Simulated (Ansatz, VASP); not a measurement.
## TePb: VASP beside Ansatz

```xyz
4
Lattice="5.4428 0.0000 0.0000 -2.7214 4.7136 0.0000 0.0000 0.0000 6.5088" Properties=species:S:1:pos:R:3 pbc="T T T"
Pb    0.0000    3.1424    1.6272
Pb    2.7214    1.5712    4.8816
Te    2.7214    1.5712    1.6272
Te    0.0000    3.1424    4.8816
```

Alike in both runs: task single point; functional r2SCAN; k mesh 6 × 6 × 4; no spin polarisation.

|  | VASP | Ansatz |
| --- | --- | --- |
| version | VASP 6.6.1 | Ansatz 0.2.0 |
| potentials or method | VASP PAW PBE potentials, release 64 (Pb_d, Te) | plane waves, PAW |
| plane-wave cutoff (eV) | 520 | 500 |
| occupations | gaussian, width 0.01 eV | fixed |
| valence electrons in the cell | 40 | 60 |

|  | VASP | Ansatz | Ansatz less VASP |
| --- | --- | --- | --- |
| gap on the k mesh at the Fermi level (eV) | 1.33 | 1.33 | +0.001 |
| pressure (GPa) | 1.0 | 1.0 | +0.01 |

VASP's potentials were made for PBE, not for r2SCAN. VASP's potentials hold 40 valence electrons a cell and Ansatz's 60, so a difference there can come from the potentials and not from the codes.

Spin-orbit coupling is off throughout.
